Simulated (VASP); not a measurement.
In3Sb:

```
CELL_PARAMETERS angstrom
4.83696 0.00000 0.00000
0.00000 4.83696 0.00000
0.00000 0.00000 4.83696
ATOMIC_POSITIONS crystal
In 0.50000 0.50000 0.00000
In 0.50000 0.00000 0.50000
In 0.00000 0.50000 0.50000
Sb 0.00000 0.00000 0.00000
```

Base run:

| Quantity | Value |
| --- | --- |
| Program | VASP 6.6.1 |
| Functional | r2SCAN |
| Potentials or basis | VASP PAW PBE potentials, release 64 (In_d, Sb) |
| Cutoff | 520 eV |
| k mesh | 10 × 10 × 10 |
| Occupations | methfessel-paxton, width 0.01 eV |
| Spin | no spin polarisation |

Its results: band gap on the k mesh zero (bands 22 and 23 overlap by 3.73 eV); pressure -1.2 GPa.

**Question.** The run is repeated on the same cell with these changes: occupations from methfessel-paxton, width 0.01 eV to fermi-dirac, width 0.5 eV; further incar settings from ALGO = Normal; EDIFF = 1e-07; NBANDS = 30 to ALGO = Normal; EDIFF = 1e-06; NBANDS = 30. What comes out?

**Answer.** Band gap on the k mesh zero (bands 22 and 23 overlap by 3.66 eV); pressure -0.7 GPa.

Caveats: the PAW data sets were made with another functional, which shifts forces and pressure a little; spin-orbit coupling is left out, which moves the levels of the heavy elements; so wide a smearing shifts energies and pressures (at least some runs).
